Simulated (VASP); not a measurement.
# Cd (P6/mmm) in VASP: further runs

Cd is run at these levels: PBEsol; tasks: single point.

Everything below comes from runs of VASP 6.6.1. Logs are shortened: lines on timing, memory, paths and dates and some standing lists are left out, and cuts for length are marked.

**1. The cell of the first run**

It takes space group P6/mmm (No. 191, hexagonal). The conventional cell has a = 4.862 Å, b = 4.862 Å, c = 2.911 Å, α = 90.00°, β = 90.00°, γ = 120.00°. Within 3.8 Å of Cd (site symmetry 6/mmm) lie 14 Cd at 2.91 to 3.16 Å. Cd (site symmetry -6m2) has 11 Cd at 2.81 to 3.16 Å within 3.7 Å.

**2. Single point, PBEsol (volume scaled by 0.92)**

The input, INCAR:

```
SYSTEM = Cd
PREC     = Accurate       ! precision mode
ENCUT    = 520            ! plane-wave cutoff, eV
EDIFF    = 1E-6           ! SCF threshold, eV
ISMEAR   = -1             ! smearing method
SIGMA    = 0.1            ! smearing width, eV
LREAL    = .FALSE.        ! projectors in reciprocal space
LASPH    = .TRUE.         ! aspherical terms in the spheres
NELM     = 60             ! most SCF steps
ALGO     = Normal         ! electronic algorithm
ISIF     = 2              ! what is computed and relaxed
LWAVE    = .FALSE.        ! write WAVECAR
LCHARG   = .FALSE.        ! write CHGCAR
GGA      = PS             ! functional
NBANDS   = 25             ! bands
```

The input, KPOINTS:

```
Automatic mesh
0
G
  8 8 12
  0 0 0
```

The input, POSCAR:

```
Cd
1.0
    4.8616216625      0.0000000000      0.0000000000
   -2.4308108312      4.2102878633      0.0000000000
    0.0000000000      0.0000000000      2.9111296539
Cd
3
Direct
    1.0000000000      0.0000000000      0.0000000000
    0.3333333333      0.6666666667      0.5000000000
    0.6666666667      0.3333333333      0.5000000000
```

Potentials or basis: VASP PAW PBE potentials, release 64 (Cd).

Launch:

```sh
$ cat potpaw_PBE.64/Cd/POTCAR > POTCAR
$ mpirun -np 1 vasp_std > vasp.out
```

OUTCAR:

```text
SYSTEM = Cd
   PREC = Accurate
   ENCUT = 520
   EDIFF = 1E-6
   ISMEAR = -1
   LREAL = .FALSE.
   LASPH = .TRUE.
   NELM = 60
   ISIF = 2
   GGA = PS

 ion  position               nearest neighbor table
   1  0.000  0.000  0.000-   2 3.16   3 3.16   2 3.16   3 3.16   2 3.16   2 3.16   3 3.16   3 3.16
                             3 3.16   3 3.16   2 3.16   2 3.16
   2  0.333  0.667  0.500-   3 2.81   3 2.81   3 2.81   1 3.16   1 3.16   1 3.16   1 3.16   1 3.16
                             1 3.16
   3  0.667  0.333  0.500-   2 2.81   2 2.81   2 2.81   1 3.16   1 3.16   1 3.16   1 3.16   1 3.16
                             1 3.16

  LATTYP: Found a hexagonal cell.
 ALAT       =     4.8616216625
 C/A-ratio  =     0.5987980670

  Lattice vectors:

 A1 = (   4.8616216625,   0.0000000000,   0.0000000000)
 A2 = (  -2.4308108312,   4.2102878633,   0.0000000000)
 A3 = (   0.0000000000,   0.0000000000,   2.9111296539)

Analysis of symmetry for initial positions (statically):
=====================================================================
 Subroutine PRICEL returns:
 Original cell was already a primitive cell.

 Routine SETGRP: Setting up the symmetry group for a
 hexagonal supercell.

 Subroutine GETGRP returns: Found 24 space group operations
 (whereof 24 operations were pure point group operations)
 out of a pool of 24 trial point group operations.

The static configuration has the point symmetry D_6h.

Analysis of symmetry for dynamics (positions and initial velocities):
=====================================================================
 Subroutine PRICEL returns:
 Original cell was already a primitive cell.

 Routine SETGRP: Setting up the symmetry group for a
 hexagonal supercell.

 Subroutine GETGRP returns: Found 24 space group operations
 (whereof 24 operations were pure point group operations)
 out of a pool of 24 trial point group operations.

The dynamic configuration has the point symmetry D_6h.

 Subroutine INISYM returns: Found 24 space group operations
 (whereof 24 operations are pure point group operations),
 and found     1 'primitive' translations

----------------------------------------------------------------------------------------

                                     Primitive cell

  volume of cell :      59.5874

  direct lattice vectors                    reciprocal lattice vectors
[... 80 lines left out ...]
   PREC   = accura    normal or accurate (medium, high low for compatibility)
   ISTART =      0    job   : 0-new  1-cont  2-samecut
   ICHARG =      2    charge: 1-file 2-atom 10-const
   ISPIN  =      1    spin polarized calculation?
   LNONCOLLINEAR =      F non collinear calculations
   LSORBIT =      F    spin-orbit coupling
   LASPH  =      T    aspherical Exc in radial PAW
   ENCUT  =  520.0 eV  38.22 Ry    6.18 a.u.   9.04  9.04  5.41*2*pi/ulx,y,z
   NELM   =     60;   NELMIN=  2; NELMDL= -5     # of ELM steps
   EDIFF  = 0.1E-05   stopping-criterion for ELM
   LREAL  =      F    real-space projection
   EDIFFG = 0.1E-04   stopping-criterion for IOM
   NSW    =      0    number of steps for IOM
   IBRION =     -1    ionic relax: 0-MD 1-quasi-New 2-CG
   NFREE  =      0    steps in history (QN), initial steepest desc. (CG)
   ISIF   =      2    stress and relaxation
   ISYM   =      2    0-nonsym 1-usesym 2-fastsym
   POTIM  = 0.5000    time-step for ionic-motion
   TEBEG  =    0.0;   TEEND  =   0.0 temperature during run
   PSTRESS=    0.0 pullay stress
   NELECT =      36.0000    total number of electrons
   NUPDOWN=      -1.0000    fix difference up-down
   EMIN   =  10.00;   EMAX   =-10.00  energy-range for DOS
   EFERMI =   0.00;   METHOD = LEGACY
   ISMEAR =    -1;   SIGMA  =   0.10  broadening in eV -4-tet -1-fermi 0-gaus
   EFERMI_NEDOS =   21; number of points for ismear=-14 and -15
   IALGO  =     38    algorithm
   IMIX   =      4    mixing-type and parameters
     AMIX     =   0.40;   BMIX     =  1.00
     AMIX_MAG =   1.60;   BMIX_MAG =  1.00
  volume/ion in A,a.u.               =      19.86       134.04
  Fermi-wavevector in a.u.,A,eV,Ry     =   1.383962  2.615309 26.059930  1.915351
  Thomas-Fermi vector in A             =   2.508511
   LORBIT       =      0    0 simple, 1 ext, 2 COOP (PROOUT), +10 PAW based schemes
   GGA     = PS    functional components
   LHFCALC =     F    Hartree Fock is set to
   AEXX    =    0.0000 exact exchange contribution
   IVDW    =     0    specifies the selected vdW correction
   LEPSILON=     F    determine dielectric tensor
   LRPA    =     F    only Hartree local field effects (RPA)
 non-spin polarized calculation
  energy-cutoff  :      520.00
  volume of cell :       59.59
 maximum number of plane-waves:      1625
   NGX = 19   NGY = 19   NGZ = 11

 number of electron      36.0000016 magnetization

 Free energy of the ion-electron system (eV)
  ---------------------------------------------------
  ext. energy  EPLUGINS =         0.00000000
  ---------------------------------------------------
  free energy    TOTEN  =        -3.27891528 eV

  energy without entropy =       -3.24699751  energy(sigma->0) =       -3.26295639

 E-fermi :   3.5458     XC(G=0): -11.6684

 val. band max:        3.5292327025   @ k =   0.0000   0.0000   0.3333
 cond. band min:       3.5594030960   @ k =   0.1250   0.0000   0.1667
 fundamental gap:      0.0301703935
 Fermi energy:         3.5458068312

 k-point     1 :       0.0000    0.0000    0.0000
  band No.  band energies     occupation
      1      -6.8781      2.00000
      2      -6.2174      2.00000
      3      -6.1768      2.00000
      4      -6.1397      2.00000
      5      -5.9920      2.00000
      6      -5.9920      2.00000
[... 661 lines left out ...]
     24      12.8569      0.00000
     25      13.8423      0.00000

 [... further k-points ...]
[... 5 lines left out ...]
  --------------------------------------------------------------------------------------
  -------------------------------------------------------------------------------------
  Total        2.3562941      2.3562941      2.0872710      0.0000000     -0.0000000      0.0000000
  in kB       63.3556830     63.3556830     56.1222315      0.0000000     -0.0000000      0.0000000
  external PRESSURE =      60.9445325 kB  Pullay stress =       0.0000000 kB

 VOLUME and BASIS-vectors are now :
 -----------------------------------------------------------------------------
  energy-cutoff  :      520.00
  volume of cell :       59.59
      direct lattice vectors                 reciprocal lattice vectors
     4.861621663  0.000000000  0.000000000     0.205692682  0.118756725  0.000000000
    -2.430810831  4.210287863  0.000000000     0.000000000  0.237513451  0.000000000
     0.000000000  0.000000000  2.911129654     0.000000000  0.000000000  0.343509262

 POSITION                                       TOTAL-FORCE (eV/Angst)
 -----------------------------------------------------------------------------------
      0.00000      0.00000      0.00000        -0.000000      0.000000     -0.000000
     -0.00000      2.80686      1.45556         0.000000     -0.000000      0.000000
      2.43081      1.40343      1.45556        -0.000000     -0.000000     -0.000000
 -----------------------------------------------------------------------------------
    total drift:                                0.000000      0.000000     -0.000000

  FREE ENERGIE OF THE ION-ELECTRON SYSTEM (eV)
  ---------------------------------------------------
  free  energy   TOTEN  =        -3.2789152777 eV

  energy  without entropy=       -3.2469975110  energy(sigma->0) =       -3.26295639
```

stdout:

```text
POSCAR found type information on POSCAR Cd
 POSCAR found :  1 types and       3 ions
 scaLAPACK will be used
 -----------------------------------------------------------------------------
|                                                                             |
|                                                                             |
|     You enforced a specific xc type in the INCAR file but a different       |
|     I HOPE YOU KNOW WHAT YOU ARE DOING!                                     |
|                                                                             |
 -----------------------------------------------------------------------------

 LDA part: xc-table for (Slater+PW92), standard interpolation
 POSCAR, INCAR and KPOINTS ok, starting setup
 FFT: planning ... GRIDC
 FFT: planning ... GRID_SOFT
 FFT: planning ... GRID
 WAVECAR not read
 entering main loop
```

Run time: 45 s. Hardware: 1 thread of Intel Xeon Platinum 8259CL at 2.50GHz (Skylake/Cascade Lake), shared host; peak memory 0.22 GiB.

Results:

| Quantity | Value |
| --- | --- |
| Free energy | -3.2789 eV |
| Pressure | 6.1 GPa |
| Band gap on the k mesh | zero (band 18 reaches 7.01 eV, above the bottom of band 19 at 2.58 eV) |

Levels at points of the mesh, in eV from the Fermi level:
```tsv
k point	band 15	band 16	band 17	band 18	band 19	band 20	band 21	band 22
(0.00, 0.00, 0.00)	-8.47	-8.47	0.45	0.67	0.67	0.68	0.69	0.69
(0.50, 0.00, 0.00)	-8.42	-6.98	-6.86	-2.72	-0.96	7.31	7.32	7.87
(0.00, 0.00, 0.50)	-8.19	-4.01	-4.00	3.47	3.72	3.72	4.01	4.87
(0.50, 0.00, 0.50)	-8.31	-2.57	-1.97	-1.23	-0.80	2.43	2.51	3.19
```

Caveat: the cell differs from its parent crystal (volume scaled by 0.92); the PAW data sets were made with another functional, which shifts forces and pressure a little.

**3. Single point, PBEsol (volume scaled by 0.96)**

The input, INCAR:

```
ALGO = Normal ; EDIFF = 1E-6
ENCUT = 520 ; GGA = PS
ISIF = 2 ; ISMEAR = -1
LASPH = True ; LCHARG = True
LELF = True ; LREAL = False
LVHAR = True ; LWAVE = False
NBANDS = 25 ; NELM = 80
PREC = Accurate ; SIGMA = 0.1
```

The input, KPOINTS:

```
k-points
0
Gamma
  8 8 12
```

The input, POSCAR:

```
Cd
1.0
    4.9310827851      0.0000000000      0.0000000000
   -2.4655413925      4.2704429600      0.0000000000
    0.0000000000      0.0000000000      2.9527228399
Cd
3
Direct
    1.0000000000      0.0000000000      0.0000000000
    0.3333333333      0.6666666667      0.5000000000
    0.6666666667      0.3333333333      0.5000000000
```

Potentials or basis: VASP PAW PBE potentials, release 64 (Cd).

Launch:

```sh
$ cat potpaw_PBE.64/Cd/POTCAR > POTCAR
$ mpirun -np 1 vasp_std > vasp.out
```

It took 67 s on 1 thread of Intel Xeon Platinum 8259CL at 2.50GHz (Skylake/Cascade Lake), shared host; peak memory 0.23 GiB.

It converged, with:

```
Free energy            : -3.3499 eV
Pressure               : 2.8 GPa
Band gap on the k mesh : zero (band 18 reaches 6.62 eV, above the bottom of band 19 at 2.16 eV)
```

Stress tensor (GPa, compression positive):
```
3.04 0.00 0.00
0.00 3.04 0.00
0.00 0.00 2.39
```

Levels at points of the mesh, in eV from the Fermi level:
```
           k point  band 16  band 17  band 18  band 19  band 20  band 21
(0.00, 0.00, 0.00)    -8.39     0.36     0.59     0.72     0.72     0.74
(0.50, 0.00, 0.00)    -6.73    -6.64    -2.51    -1.01     7.09     7.09
(0.00, 0.00, 0.50)    -3.91    -3.82     3.45     3.68     3.68     3.90
(0.50, 0.00, 0.50)    -2.42    -1.80    -1.27    -0.79     2.41     2.47
```

Caveat: the cell differs from its parent crystal (volume scaled by 0.96); the PAW data sets were made with another functional, which shifts forces and pressure a little.

**4. Single point, PBEsol**

This run uses another cell than the first one, of 21.59 Å³/atom, 1.087 times its volume.

The input, INCAR:

```
SYSTEM = Cd
ALGO     = Normal         ! electronic algorithm
EDIFF    = 1E-6           ! SCF threshold, eV
ENCUT    = 520            ! plane-wave cutoff, eV
GGA      = PS             ! functional
ISIF     = 2              ! what is computed and relaxed
ISMEAR   = -1             ! smearing method
LASPH    = .True.         ! aspherical terms in the spheres
LCHARG   = .False.        ! write CHGCAR
LREAL    = .False.        ! projectors in reciprocal space
LWAVE    = .False.        ! write WAVECAR
NBANDS   = 25             ! bands
NELM     = 100            ! most SCF steps
PREC     = Accurate       ! precision mode
SIGMA    = 0.1            ! smearing width, eV
```

The input, KPOINTS:

```
k-points
0
Gamma
  8 8 12
  0 0 0
```

The input, POSCAR:

```
Cd
1.0
    4.9986402593      0.0000000000      0.0000000000
   -2.4993201296      4.3289494489      0.0000000000
    0.0000000000      0.0000000000      2.9931761248
Cd
3
Direct
    1.0000000000      0.0000000000      0.0000000000
    0.3333333333      0.6666666667      0.5000000000
    0.6666666667      0.3333333333      0.5000000000
```

Launch:

```sh
$ cat potpaw_PBE.64/Cd/POTCAR > POTCAR
$ mpirun -np 1 vasp_std > vasp.out
```

Wall time 68 s (1 thread of Intel Xeon Platinum 8259CL at 2.50GHz (Skylake/Cascade Lake), shared host); peak memory 0.23 GiB.

The run converged. Its results:

```
Free energy            : -3.3746 eV
Pressure               : 0.3 GPa
Band gap on the k mesh : zero (band 18 reaches 6.27 eV, above the bottom of band 19 at 1.77 eV)
```

Stress tensor (GPa, compression positive):
```
 0.53  0.00  0.00
 0.00  0.53  0.00
 0.00  0.00 -0.06
```

Levels at points of the mesh, in eV from the Fermi level:
```csv
k point,band 14,band 15,band 16,band 17,band 18,band 19,band 20,band 21,band 22,band 23
"(0.00, 0.00, 0.00)",-8.79,-8.31,-8.31,0.27,0.50,0.76,0.76,0.79,0.79,8.16
"(0.50, 0.00, 0.00)",-8.44,-8.27,-6.50,-6.42,-2.31,-1.06,6.88,6.89,7.57,7.58
"(0.00, 0.00, 0.50)",-8.39,-8.07,-3.82,-3.65,3.44,3.65,3.65,3.81,4.77,4.77
"(0.50, 0.00, 0.50)",-8.29,-8.17,-2.28,-1.63,-1.29,-0.78,2.40,2.43,2.91,4.18
```

Caveat: the PAW data sets were made with another functional, which shifts forces and pressure a little.

**5. Single point, PBEsol (volume scaled by 1.04)**

The input, INCAR:

```
  ALGO = Normal
  EDIFF = 1E-6
  ENCUT = 520
  GGA = PS
  ISIF = 2
  ISMEAR = -1
  LASPH = True
  LCHARG = True
  LELF = True
  LREAL = False
  LVHAR = True
  LWAVE = False
  NBANDS = 25
  NELM = 60
  PREC = Accurate
  SIGMA = 0.1
```

The input, KPOINTS:

```
k-points
0
Gamma
  8 8 12
```

The input, POSCAR:

```
Cd
1.0
    5.0644193850      0.0000000000      0.0000000000
   -2.5322096925      4.3859158428      0.0000000000
    0.0000000000      0.0000000000      3.0325645382
Cd
3
Direct
    1.0000000000      0.0000000000      0.0000000000
    0.3333333333      0.6666666667      0.5000000000
    0.6666666667      0.3333333333      0.5000000000
```

Launch:

```sh
$ cat potpaw_PBE.64/Cd/POTCAR > POTCAR
$ mpirun -np 1 vasp_std > vasp.out
```

Wall time 70 s (1 thread of Intel Xeon Platinum 8259CL at 2.50GHz (Skylake/Cascade Lake), shared host); peak memory 0.23 GiB.

It converged, with:

```
Free energy            : -3.3640 eV
Pressure               : -1.6 GPa
Band gap on the k mesh : zero (band 18 reaches 5.94 eV, above the bottom of band 19 at 1.42 eV)
```

Stress tensor (GPa, compression positive):
```
-1.38  0.00  0.00
 0.00 -1.38  0.00
 0.00  0.00 -1.92
```

Levels at points of the mesh, in eV from the Fermi level:
```
           k point  band 16  band 17  band 18  band 19  band 20  band 21
(0.00, 0.00, 0.00)    -8.25     0.19     0.41     0.80     0.80     0.83
(0.50, 0.00, 0.00)    -6.28    -6.22    -2.13    -1.11     6.68     6.70
(0.00, 0.00, 0.50)    -3.73    -3.49     3.42     3.61     3.61     3.72
(0.50, 0.00, 0.50)    -2.15    -1.49    -1.32    -0.77     2.39     2.39
```

Caveat: the cell differs from its parent crystal (volume scaled by 1.04); the PAW data sets were made with another functional, which shifts forces and pressure a little.

**6. Single point, PBEsol (volume scaled by 1.08)**

The input, INCAR:

```
ALGO = Normal
EDIFF = 1E-7
ENCUT = 520
GGA = PS
ISIF = 2
ISMEAR = -1
LASPH = T
LCHARG = F
LREAL = F
LWAVE = F
NBANDS = 25
NELM = 100
PREC = Accurate
SIGMA = 0.1
```

KPOINTS is that of step 5.

The input, POSCAR:

```
Cd
1.0
    5.1285327657      0.0000000000      0.0000000000
   -2.5642663828      4.4414396592      0.0000000000
    0.0000000000      0.0000000000      3.0709555066
Cd
3
Direct
    1.0000000000      0.0000000000      0.0000000000
    0.3333333333      0.6666666667      0.5000000000
    0.6666666667      0.3333333333      0.5000000000
```

Potentials or basis: VASP PAW PBE potentials, release 64 (Cd).

Launch:

```sh
$ cat potpaw_PBE.64/Cd/POTCAR > POTCAR
$ mpirun -np 1 vasp_std > vasp.out
```

It took 74 s on 1 thread of Intel Xeon Platinum 8259CL at 2.50GHz (Skylake/Cascade Lake), shared host; peak memory 0.24 GiB.

The run converged. Its results:

```yaml
Free_energy: -3.3269 eV
Pressure: -3.0 GPa
Band_gap_on_the_k_mesh: zero (band 18 reaches 5.63 eV, above the bottom of band 19 at 1.09 eV)
```

Stress tensor (GPa, compression positive):
```
-2.82  0.00  0.00
 0.00 -2.82  0.00
 0.00  0.00 -3.30
```

Levels at points of the mesh, in eV from the Fermi level:
| k point | band 16 | band 17 | band 18 | band 19 | band 20 | band 21 |
| --- | --- | --- | --- | --- | --- | --- |
| (0.00, 0.00, 0.00) | -8.19 | 0.12 | 0.33 | 0.83 | 0.83 | 0.87 |
| (0.50, 0.00, 0.00) | -6.07 | -6.03 | -1.97 | -1.14 | 6.49 | 6.51 |
| (0.00, 0.00, 0.50) | -3.64 | -3.35 | 3.40 | 3.57 | 3.57 | 3.63 |
| (0.50, 0.00, 0.50) | -2.04 | -1.35 | -1.34 | -0.77 | 2.36 | 2.38 |

Caveat: the cell differs from its parent crystal (volume scaled by 1.08); the PAW data sets were made with another functional, which shifts forces and pressure a little.

**7. Summary**

```csv
cell,gap on the mesh (eV),pressure (GPa)
"a = 4.862, b = 4.862, c = 2.911 Å, angles 90.0, 90.0, 120.0°, 3 atoms",none,6.1
"a = 4.931, b = 4.931, c = 2.953 Å, angles 90.0, 90.0, 120.0°, 3 atoms",none,2.8
"a = 4.999, b = 4.999, c = 2.993 Å, angles 90.0, 90.0, 120.0°, 3 atoms",none,0.3
"a = 5.064, b = 5.064, c = 3.033 Å, angles 90.0, 90.0, 120.0°, 3 atoms",none,-1.6
"a = 5.129, b = 5.129, c = 3.071 Å, angles 90.0, 90.0, 120.0°, 3 atoms",none,-3.0
```

Alike in all rows: task single point; level PBEsol; potentials or basis VASP PAW PBE potentials, release 64 (Cd); no spin polarisation; k mesh 8 × 8 × 12; cutoff (eV) 520; smearing fermi-dirac 0.1 eV.

Caveats: the PAW data sets were made with another functional, which shifts forces and pressure a little.

Total energies depend on the potentials used, so only differences within one code and one set of settings carry meaning.
